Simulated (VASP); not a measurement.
The system is Zr.

```
Zr
1.0
     0.00000    3.08121    3.08121
     3.08121    0.00000    3.08121
     3.08121    3.08121    0.00000
Zr
2
Direct
  0.87500 0.87500 0.87500
  0.12500 0.12500 0.12500
```

This isn't the form of Zr at room conditions, which is hcp.

```yaml
Program: VASP 6.6.1
Task: relaxation of cell and atoms
Functional: PBE
Potentials_or_basis: VASP PAW PBE potentials, release 64 (Zr_sv)
Cutoff: 600 eV
k_mesh: 11 × 11 × 11
Occupations: fermi-dirac, width 0.08 eV
Spin: no spin polarisation
```

At the start: pressure 2.3 GPa; volume 29.25 Å³/atom.

Where does the relaxation end?

Over 3 steps the energy falls by 12.8 meV/atom and the volume is 31.06 Å³/atom (+6.2 %); space group Fd-3m (No. 227, to 0.1 Å) before and after.

The path:
| step | energy change (eV) | largest force (eV/Å) | pressure (GPa) | volume (Å³) |
| --- | --- | --- | --- | --- |
| 1 | 0.0000 | 0.0000 | 2.35 | 58.50 |
| 2 | -0.0255 | 0.0000 | -0.05 | 62.21 |
| 3 | -0.0256 | 0.0000 | 0.00 | 62.12 |

Final structure:
```yaml
crystal:
  lattice:
    - [0.00000, 3.14342, 3.14342]
    - [3.14342, 0.00000, 3.14342]
    - [3.14342, 3.14342, 0.00000]
  atoms:
    - { symbol: Zr, position: [0.87500, 0.87500, 0.87500] }
    - { symbol: Zr, position: [0.12500, 0.12500, 0.12500] }
```
